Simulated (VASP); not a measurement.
BaTiO3: single point with PBEsol

BaTiO3:

```
Ba Ti O
1.0
     4.06224    0.00000    0.00000
     0.00000    2.89269    2.90161
     0.00000   -2.89269    2.90161
Ba Ti O
1 1 3
Cartesian
  0.0000 0.0000 0.0000
  2.0311 0.0000 2.9475
  0.0000 0.0000 2.8558
  2.0311 -1.4209 4.3415
  2.0311 1.4209 4.3415
```

This cell differs from its parent crystal: volume scaled by 1.06.

```yaml
Program: VASP 6.6.1
Task: single point
Functional: PBEsol
Potentials_or_basis: VASP PAW PBE potentials, release 64 (Ba_sv, Ti_sv, O)
Cutoff: 520 eV
k_mesh: 8 × 8 × 8
Occupations: fermi-dirac, width 0.05 eV
Spin: no spin polarisation
Dipole_correction: no
Further_INCAR_settings: ALGO = Normal; EDIFF = 1e-07; NBANDS = 28
```

```json
{"Pressure": "-11.0 GPa", "Largest force": "0.392 eV/Å", "Band gap on the k mesh": "1.63 eV, indirect (least direct gap 1.86 eV)"}
```

Forces in eV/Å, atoms in the order of the input:
```
Ba   0.000  0.000  0.083
Ti   0.000  0.000  0.392
O    0.000  0.000  0.118
O    0.000  0.154 -0.296
O    0.000 -0.154 -0.296
```

Stress tensor (GPa, compression positive):
```
-10.49   0.00   0.00
  0.00 -10.93   0.00
  0.00   0.00 -11.55
```

Levels at points of the mesh, in eV from the valence-band top:
```
           k point  band 18  band 19  band 20  band 21  band 22  band 23
(0.00, 0.00, 0.00)    -0.29    -0.25    -0.22     1.63     1.66     1.73
(0.50, 0.00, 0.00)    -1.75    -0.79    -0.75     1.79     3.24     3.27
(0.00, 0.50, 0.00)    -1.66    -0.77    -0.73     1.81     3.21     3.22
(0.50, 0.50, 0.00)    -0.90    -0.90    -0.08     3.21     3.26     3.62
(0.00, 0.50, 0.50)    -0.95    -0.93    -0.12     3.21     3.23     3.59
(0.50, 0.50, 0.50)    -0.03     0.00     0.00     3.81     3.82     3.84
```

It took 2.4 min on 1 thread of AMD EPYC 7R13 Processor (Zen 3), on a shared host, peak memory 0.28 GiB.

Caveat: the PAW data sets were made with another functional, which shifts forces and pressure a little; spin-orbit coupling is left out, which moves the levels of the heavy elements. A k mesh can miss the band edges.
